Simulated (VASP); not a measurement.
Input of a VASP 6.6.1 run:

File INCAR:

```
SYSTEM = Cu
PREC = Accurate ; ENCUT = 600
EDIFF = 1E-6 ; ISMEAR = 0
SIGMA = 0.1 ; LREAL = .False.
LASPH = .True. ; NELM = 120
ALGO = Normal ; ISIF = 2
LWAVE = .False. ; LCHARG = .False.
GGA = RP ; NBANDS = 12
GGA_COMPAT = .False.
```

Contents of KPOINTS:

```
Automatic mesh
0
Gamma
  16 16 16
  0 0 0
```

File POSCAR:

```
Cu
1.0
    0.0000000000      1.8362773648      1.8362773648
    1.8362773648      0.0000000000      1.8362773648
    1.8362773648      1.8362773648      0.0000000000
Cu
1
Direct
    0.0000000000      0.0000000000      0.0000000000
```

Potentials or basis: VASP PAW PBE potentials, release 64 (Cu).

Run with:

```console
$ cat potpaw_PBE.64/Cu/POTCAR > POTCAR
$ mpirun -np 1 vasp_std > vasp.out
```

(1) What does it give for the pressure?

Results:

(1) 0.7 GPa.

Caveat: the PAW data sets were made with another functional, which shifts forces and pressure a little.
